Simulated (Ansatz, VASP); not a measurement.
One calculation of Ca, two programs

```
Ca
1.0
    -2.19859    2.19859    2.19859
     2.19859   -2.19859    2.19859
     2.19859    2.19859   -2.19859
Ca
1
Direct
  0.00000 0.00000 0.00000
```

Alike in both runs: task single point; functional PBE; k mesh 6 × 6 × 6; occupations gaussian, width 0.05 eV; no spin polarisation.

```csv
,VASP,Ansatz
version,VASP 6.6.1,Ansatz 0.2.0
potentials or method,"VASP PAW PBE potentials, release 64 (Ca_sv), cutoff 500 eV","scalar-relativistic, plane waves, PAW"
valence electrons in the cell,10,10
```

```tsv
	VASP	Ansatz	Ansatz less VASP
gap on the k mesh at the Fermi level (eV)	none	none	-
pressure (GPa)	0.0	0.0	-0.01
```

A gap of «none» marks a metal or a gap that the smearing closes.
